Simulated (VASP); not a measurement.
Here is a VASP 6.6.1 calculation.

Contents of INCAR:

```
SYSTEM = W
ALGO     = Fast           ! electronic algorithm
EDIFF    = 1E-7           ! SCF threshold, eV
ENCUT    = 520            ! plane-wave cutoff, eV
GGA      = PS             ! functional
ISIF     = 2              ! what is computed and relaxed
ISMEAR   = 0              ! smearing method
KPAR     = 4            
LASPH    = .TRUE.         ! aspherical terms in the spheres
LCHARG   = .TRUE.         ! write CHGCAR
LREAL    = .FALSE.        ! projectors in reciprocal space
LVHAR    = .TRUE.       
LWAVE    = .FALSE.        ! write WAVECAR
NBANDS   = 36             ! bands
NELM     = 80             ! most SCF steps
PREC     = Accurate       ! precision mode
SIGMA    = 0.15           ! smearing width, eV
```

File KPOINTS:

```
k-points
0
G
  23 23 7
  0 0 0
```

File POSCAR:

```
W
1.0
   -1.5771801388      1.5771801388     -1.5771801388
   -1.5771801388     -1.5771801388      1.5771801388
   -1.2617441110      6.3087205550      6.3087205550
W
4
Direct
   -0.3500000000     -0.3500000000      0.8750000000
    0.4500000000      0.4500000000      0.1250000000
   -0.1500000000     -0.1500000000      0.3750000000
    0.2500000000      0.2500000000      0.6250000000
```

Potentials or basis: VASP PAW PBE potentials, release 64 (W_sv).

Launch:

```console
$ cat potpaw_PBE.64/W_sv/POTCAR > POTCAR
$ mpirun -np 4 vasp_std > vasp.out
```

(1) What does it give for the pressure?

(2) What does it give for the largest force?

(3) Predict the band gap on the k mesh.

## Answers

(1) 11.7 GPa.

(2) 5.583 eV/Å.

(3) zero (bands 28 and 29 overlap by 2.25 eV).

Caveat: the cell differs from its parent crystal (the part above a cut slid along it); the stress differs along the axes, from 1 to 17 GPa; the PAW data sets were made with another functional, which shifts forces and pressure a little; spin-orbit coupling is left out, which moves the levels of the heavy elements.
